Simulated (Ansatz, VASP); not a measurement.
**Pt in VASP and in Ansatz**

The input INCAR:

```
ALGO = Normal
EDIFF = 1E-7
EDIFFG = -0.001
ENCUT = 600
GGA = PS
IBRION = 2
ISIF = 3
ISMEAR = -1
LASPH = T
LCHARG = F
LREAL = F
LWAVE = F
NELM = 60
NSW = 80
PREC = Accurate
SIGMA = 0.15
```

The input KPOINTS:

```
k-points
0
Gamma
  16 16 16
```

POSCAR

```
Pt
1.0
    0.0000000000      1.9588232764      1.9588232764
    1.9588232764      0.0000000000      1.9588232764
    1.9588232764      1.9588232764      0.0000000000
Pt
1
Direct
    0.0000000000      0.0000000000      0.0000000000
```

Input for Ansatz:

```yaml
crystal:
  lattice:
    - [0.0, 1.9588232764, 1.9588232764]
    - [1.9588232764, 0.0, 1.9588232764]
    - [1.9588232764, 1.9588232764, 0.0]
  atoms:
    - { symbol: Pt, position: [0.0, 0.0, 0.0] }
basis:
  ecutwfc: 420
kpoints:
  mp_grid: { grid: [16, 16, 16] }
hamiltonian:
  xc: pbesol
  pseudopotentials: { kind: paw, azcp: { folder: soft_1 } }
scf:
  occupations: { method: fermi_dirac, width: 0.15 }
output:
  forces: true
  stress: true
  eigenvalues: true
relax:
  adjacent_minimum: "off"
  f_tol: 0.001
  max_steps: 60
  cell: { stress_tol: 0.01 }
```

Alike in both runs: task relaxation of cell and atoms; functional PBEsol; k mesh 16 × 16 × 16; occupations fermi-dirac, width 0.15 eV; no spin polarisation.

```csv
,VASP,Ansatz
version,VASP 6.6.1,Ansatz 0.2.0
potentials or method,"VASP PAW PBE potentials, release 64 (Pt), cutoff 600 eV","scalar-relativistic, plane waves, PAW"
valence electrons in the cell,10,18
```

```tsv
	VASP	Ansatz	Ansatz less VASP
gap on the k mesh at the Fermi level, each at its own relaxed structure (eV)	none	none	-
relaxed volume (Å³/atom)	15.06	15.08	+0.016
relaxed cell length with the largest relative difference (Å)	2.772	2.773	+0.0010
```

VASP's potentials were made for PBE, not for PBEsol, and Ansatz warns of the same on its side. A gap of «none» marks a metal or a gap that the smearing closes. VASP's potentials hold 10 valence electrons a cell and Ansatz's 18, so a difference there can come from the potentials and not from the codes.

Spin-orbit coupling is off throughout.
